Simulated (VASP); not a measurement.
# BN (P-4m2) in VASP: further runs, part 2 of 2

VASP 6.6.1. The steps go on from the part before.

### 3 Single point, r2SCAN (mode 12 (1156.9 1/cm) frozen in, largest displacement +0.090 Å)

POSCAR reads:

```
BN
1.0
    0.0000000000     -1.8130010000     -1.8130010000
    0.0000000000      1.8130010000     -1.8130010000
    3.6260020000      0.0000000000      0.0000000000
B N
2 2
Direct
    0.5000000000      0.5000000000      0.4751792746
    0.0000000000      0.0000000000      0.0248207254
    0.0000000000      0.5000000000      0.2500000000
    0.5000000000      0.0000000000      0.7500000000
```

INCAR.step1 reads:

```
  ALGO = Normal
  EDIFF = 1E-4
  ENCUT = 520
  GGA = PE
  ISMEAR = 0
  LASPH = True
  LCHARG = False
  LREAL = False
  LWAVE = True
  NBANDS = 16
  NELM = 100
  PREC = Accurate
  SIGMA = 0.05
```

INCAR.step2 reads:

```
  ALGO = Normal
  EDIFF = 1E-6
  ENCUT = 520
  ISIF = 2
  ISMEAR = 0
  ISTART = 1
  LASPH = True
  LCHARG = False
  LMIXTAU = True
  LREAL = False
  LWAVE = False
  METAGGA = R2SCAN
  NBANDS = 16
  NELM = 100
  PREC = Accurate
  SIGMA = 0.05
```

KPOINTS reads:

```
k-points
0
Gamma
  10 10 6
```

Potentials or basis: VASP PAW PBE potentials, release 64 (B, N).

The run is started by

```bash
$ cat potpaw_PBE.64/B/POTCAR potpaw_PBE.64/N/POTCAR > POTCAR
$ cp INCAR.step1 INCAR
$ mpirun -np 1 vasp_std > vasp.out
$ cp INCAR.step2 INCAR
$ mpirun -np 1 vasp_std > vasp.out
```

OUTCAR:

```text
EDIFF = 1E-6
   ENCUT = 520
   ISIF = 2
   ISMEAR = 0
   ISTART = 1
   LASPH = True
   LREAL = False
   METAGGA = R2SCAN
   NELM = 100
   PREC = Accurate

 ion  position               nearest neighbor table
   1  0.500  0.500  0.475-   3 1.52   3 1.52   4 1.62   4 1.62
   2  0.000  0.000  0.025-   3 1.52   3 1.52   4 1.62   4 1.62
   3  0.000  0.500  0.250-   1 1.52   2 1.52   2 1.52   1 1.52
   4  0.500  0.000  0.750-   1 1.62   2 1.62   1 1.62   2 1.62

  LATTYP: Found a simple tetragonal cell.
 ALAT       =     2.5639706028
 C/A-ratio  =     1.4142135624

  Lattice vectors:

 A1 = (   0.0000000000,  -1.8130010000,  -1.8130010000)
 A2 = (   0.0000000000,   1.8130010000,  -1.8130010000)
 A3 = (   3.6260020000,   0.0000000000,   0.0000000000)

Analysis of symmetry for initial positions (statically):
=====================================================================
 Subroutine PRICEL returns:
 Original cell was already a primitive cell.

 Routine SETGRP: Setting up the symmetry group for a
[... 176 lines left out ...]

 val. band max:        7.3863780223   @ k =   0.0000   0.0000   0.0000
 cond. band min:      10.5268526968   @ k =   0.5000   0.5000   0.0000
 fundamental gap:      3.1404746745
 Fermi energy:         7.5877364006

 k-point     1 :       0.0000    0.0000    0.0000
  band No.  band energies     occupation
      1     -14.2420      2.00000
      2      -8.2532      2.00000
      3      -2.1412      2.00000
      4       1.6852      2.00000
      5       1.6852      2.00000
      6       7.1796      2.00000
[... 433 lines left out ...]
      3      -1.5994      2.00000
      4       0.5019      2.00000
      5       2.3592      2.00000
      6       3.6318      2.00000
[... 8 lines left out ...]
     15      23.9968      0.00000
     16      24.0927      0.00000

 [... further k-points ...]

------------------------ aborting loop because EDIFF is reached ----------------------------------------

  FORCE on cell =-STRESS in cart. coord.  units (eV):
  Direction    XX          YY          ZZ          XY          YZ          ZX
  --------------------------------------------------------------------------------------
  -------------------------------------------------------------------------------------
  Total       -0.8957059      0.1582430      0.1582430      0.0000000     -0.0000000      0.0000000
  in kB      -60.2035224     10.6360658     10.6360658      0.0000000     -0.0000000      0.0000000
  external PRESSURE =     -12.9771303 kB  Pullay stress =       0.0000000 kB

 VOLUME and BASIS-vectors are now :
 -----------------------------------------------------------------------------
  energy-cutoff  :      520.00
  volume of cell :       23.84
      direct lattice vectors                 reciprocal lattice vectors
     0.000000000 -1.813001000 -1.813001000     0.000000000 -0.275785838 -0.275785838
     0.000000000  1.813001000 -1.813001000     0.000000000  0.275785838 -0.275785838
     3.626002000  0.000000000  0.000000000     0.275785838  0.000000000  0.000000000

 POSITION                                       TOTAL-FORCE (eV/Angst)
 -----------------------------------------------------------------------------------
      1.72300      0.00000     -1.81300         4.736688      0.000000     -0.000000
      0.09000      0.00000      0.00000        -4.736688     -0.000000      0.000000
      0.90650      0.90650     -0.90650        -0.000000      0.000000     -0.000000
      2.71950     -0.90650     -0.90650        -0.000000     -0.000000      0.000000
 -----------------------------------------------------------------------------------
    total drift:                               -0.000000      0.000000     -0.000000

  FREE ENERGIE OF THE ION-ELECTRON SYSTEM (eV)
  ---------------------------------------------------
  free  energy   TOTEN  =       -37.9118295899 eV

  energy  without entropy=      -37.9118295899  energy(sigma->0) =      -37.91182959
```

OSZICAR.step1:

```text
N       E                     dE             d eps       ncg     rms          rms(c)
DAV:   1     0.384386122255E+02    0.38439E+02   -0.84947E+03  2696   0.985E+02
DAV:   2    -0.341197484851E+02   -0.72558E+02   -0.68128E+02  3840   0.227E+02
DAV:   3    -0.364204713837E+02   -0.23007E+01   -0.22957E+01  3040   0.380E+01
DAV:   4    -0.364263297658E+02   -0.58584E-02   -0.58580E-02  3312   0.217E+00
DAV:   5    -0.364263473173E+02   -0.17552E-04   -0.17552E-04  2816   0.110E-01    0.950E+00
DAV:   6    -0.346442899713E+02    0.17821E+01   -0.23318E+00  3464   0.138E+01    0.449E+00
DAV:   7    -0.345152249887E+02    0.12906E+00   -0.33132E-01  3440   0.466E+00    0.277E+00
DAV:   8    -0.344870537639E+02    0.28171E-01   -0.46789E-02  3280   0.179E+00    0.307E-01
DAV:   9    -0.344869949212E+02    0.58843E-04   -0.14302E-03  3160   0.445E-01    0.129E-01
DAV:  10    -0.344872018448E+02   -0.20692E-03   -0.52290E-04  3400   0.177E-01    0.322E-02
DAV:  11    -0.344872016880E+02    0.15679E-06   -0.32227E-05  1368   0.634E-02
   1 F= -.34487202E+02 E0= -.34487202E+02  d E =-.254166E-19
```

Run time: 38 s. Hardware: 1 thread of Intel Xeon 6975P-C (Granite Rapids), shared host; peak memory 0.14 GiB.

Results:

| Property | Result |
| --- | --- |
| Free energy | -37.9118 eV |
| Pressure | -1.3 GPa |
| Largest force | 4.737 eV/Å |
| Band gap on the k mesh | 3.14 eV, indirect (least direct gap 4.59 eV) |

Forces on the atoms (eV/Å):
```
B    4.737  0.000  0.000
B   -4.737  0.000  0.000
N    0.000  0.000  0.000
N    0.000  0.000  0.000
```

Stress tensor (GPa, compression positive):
```
-6.02  0.00  0.00
 0.00  1.06  0.00
 0.00  0.00  1.06
```

Levels at points of the mesh, in eV from the valence-band top:
| k point | band 5 | band 6 | band 7 | band 8 | band 9 | band 10 | band 11 | band 12 |
| --- | --- | --- | --- | --- | --- | --- | --- | --- |
| (0.00, 0.00, 0.00) | -5.70 | -0.21 | 0.00 | 0.00 | 4.59 | 8.48 | 9.23 | 9.23 |
| (0.50, 0.00, 0.00) | -6.23 | -5.68 | -3.70 | -1.26 | 9.47 | 10.32 | 11.73 | 12.64 |
| (0.50, 0.50, 0.00) | -5.83 | -5.08 | -5.08 | -4.73 | 3.14 | 6.23 | 9.36 | 9.36 |
| (0.00, 0.00, 0.50) | -4.49 | -4.38 | -2.11 | -2.11 | 6.59 | 7.35 | 11.88 | 12.16 |
| (0.50, 0.00, 0.50) | -3.60 | -2.28 | -2.10 | -1.04 | 10.08 | 10.09 | 10.13 | 10.71 |
| (0.50, 0.50, 0.50) | -7.00 | -6.84 | -6.74 | -6.74 | 8.95 | 11.12 | 12.88 | 14.18 |

Caveat: the cell differs from its parent crystal (mode 12 (1156.9 1/cm) frozen in, largest displacement +0.090 Å); the PAW data sets were made with another functional, which shifts forces and pressure a little. A k mesh can miss the band edges.
